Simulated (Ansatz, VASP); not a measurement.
**Two plane-wave programs on Te**

File INCAR:

```
SYSTEM = Te
PREC = Accurate
ENCUT = 520
EDIFF = 1E-7
ISMEAR = 0
SIGMA = 0.15
LREAL = .FALSE.
LASPH = .TRUE.
NELM = 80
ALGO = Normal
ISIF = 2
LWAVE = .FALSE.
LCHARG = .TRUE.
GGA = PE
LELF = .TRUE.
LVHAR = .TRUE.
NBANDS = 9
```

Contents of KPOINTS:

```
regular mesh
0
G
  15 15 15
  0 0 0
```

POSCAR

```
Te
1.0
    2.2949763430      1.3250052094      1.7447940143
   -2.2949763430      1.3250052094      1.7447940143
    0.0000000000     -2.6500104188      1.7447940144
Te
1
Direct
    0.5000000000      0.5000000000      0.5000000000
```

Input for Ansatz:

```yaml
crystal:
  lattice:
    - [2.294976343, 1.3250052094, 1.7447940143]
    - [-2.294976343, 1.3250052094, 1.7447940143]
    - [0.0, -2.6500104188, 1.7447940144]
  atoms:
    - { symbol: Te, position: [0.5, 0.5, 0.5] }
basis:
  ecutwfc: 420
kpoints:
  mp_grid: { grid: [15, 15, 15] }
hamiltonian:
  xc: pbe
scf:
  occupations: { method: gaussian, width: 0.15 }
output:
  forces: true
  stress: true
  eigenvalues: true
  write_density: true
  write_potential: true
  elf: true
  volumetric_format: npy
```

Alike in both runs: task single point; functional PBE; k mesh 15 × 15 × 15; occupations gaussian, width 0.15 eV; no spin polarisation.

|  | VASP | Ansatz |
| --- | --- | --- |
| version | VASP 6.6.1 | Ansatz 0.2.0 |
| potentials or method | VASP PAW PBE potentials, release 64 (Te), cutoff 520 eV | scalar-relativistic, plane waves, PAW |
| valence electrons in the cell | 6 | 16 |

VASP gave:

```
gap on the k mesh at the Fermi level (eV)                     : none
pressure (GPa)                                                : 1.3
traceless stress, the component that is largest in VASP (GPa) : 0.16
```

**Question.** Estimate Ansatz's values.

**Answer.** gap on the k mesh at the Fermi level (eV): none; pressure (GPa): 1.3; traceless stress, the component that is largest in VASP (GPa): 0.17.

A gap of «none» marks a metal or a gap that the smearing closes. VASP's potentials hold 6 valence electrons a cell and Ansatz's 16, so a difference there can come from the potentials and not from the codes.

Neither program's run includes spin-orbit coupling.
